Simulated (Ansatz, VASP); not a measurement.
## Two plane-wave programs on Si2Bi2Se

Contents of INCAR:

```
PREC = Accurate ; ENCUT = 600
EDIFF = 1E-7 ; ISMEAR = 0
SIGMA = 0.15 ; LREAL = F
LASPH = T ; NELM = 60
ALGO = Normal ; ISIF = 3
LWAVE = F ; LCHARG = F
GGA = PE ; IBRION = 2
NSW = 36 ; EDIFFG = -0.08
```

The input KPOINTS:

```
regular mesh
0
Gamma
  2 2 2
```

File POSCAR:

```
Si2Bi2Se
1.0
    5.9000000000     -3.6000000000      0.0000000000
    5.9000000000      3.6000000000      0.0000000000
    0.0000000000      0.0000000000      6.4000000000
Si Bi Se
4 4 2
Direct
    0.6728000000      0.9746000000      0.7185000000
    0.0254000000      0.3272000000      0.7185000000
    0.3272000000      0.0254000000      0.2185000000
    0.9746000000      0.6728000000      0.2185000000
    0.9037000000      0.6581000000      0.8653000000
    0.3419000000      0.0963000000      0.8653000000
    0.0963000000      0.3419000000      0.3653000000
    0.6581000000      0.9037000000      0.3653000000
    0.7873000000      0.2127000000      0.7700000000
    0.2127000000      0.7873000000      0.2700000000
```

Input for Ansatz:

```yaml
crystal:
  lattice:
    - [5.9, -3.6, 0.0]
    - [5.9, 3.6, 0.0]
    - [0.0, 0.0, 6.4]
  atoms:
    - { symbol: Si, position: [0.6728, 0.9746, 0.7185] }
    - { symbol: Si, position: [0.0254, 0.3272, 0.7185] }
    - { symbol: Si, position: [0.3272, 0.0254, 0.2185] }
    - { symbol: Si, position: [0.9746, 0.6728, 0.2185] }
    - { symbol: Bi, position: [0.9037, 0.6581, 0.8653] }
    - { symbol: Bi, position: [0.3419, 0.0963, 0.8653] }
    - { symbol: Bi, position: [0.0963, 0.3419, 0.3653] }
    - { symbol: Bi, position: [0.6581, 0.9037, 0.3653] }
    - { symbol: Se, position: [0.7873, 0.2127, 0.77] }
    - { symbol: Se, position: [0.2127, 0.7873, 0.27] }
basis:
  ecutwfc: 420
kpoints:
  mp_grid: { grid: [2, 2, 2] }
hamiltonian:
  xc: pbe
scf:
  occupations: { method: gaussian, width: 0.15 }
  lower_state_search: "off"
output:
  forces: true
  stress: true
  eigenvalues: true
relax:
  adjacent_minimum: "off"
  f_tol: 0.08
  max_steps: 16
  cell: { stress_tol: 0.8 }
```

Alike in both runs: task relaxation of cell and atoms; functional PBE; k mesh 2 × 2 × 2; occupations gaussian, width 0.15 eV; no spin polarisation.

|  | VASP | Ansatz |
| --- | --- | --- |
| version | VASP 6.6.1 | Ansatz 0.2.0 |
| potentials or method | VASP PAW PBE potentials, release 64 (Si, Bi_d, Se), cutoff 600 eV | scalar-relativistic, plane waves, PAW |
| valence electrons in the cell | 88 | 108 |

Ansatz gave:

* gap on the k mesh at the Fermi level, each at its own relaxed structure (eV): 0.27
* relaxed volume (Å³/atom): 31.68
* relaxed length of the cell vector where the two differ most in proportion (Å): 6.960

Problem. Which values does VASP return?

Solution. gap on the k mesh at the Fermi level, each at its own relaxed structure (eV): 0.32; relaxed volume (Å³/atom): 31.62; relaxed length of the cell vector where the two differ most in proportion (Å): 6.983.

VASP's potentials hold 88 valence electrons a cell and Ansatz's 108, so a difference there can come from the potentials and not from the codes.

The k mesh is coarse, so the values compare programs but aren't converged. Spin-orbit coupling is off throughout. Noted on VASP's run: the volume moved by over 15 % at a fixed basis, so the end points are rough.
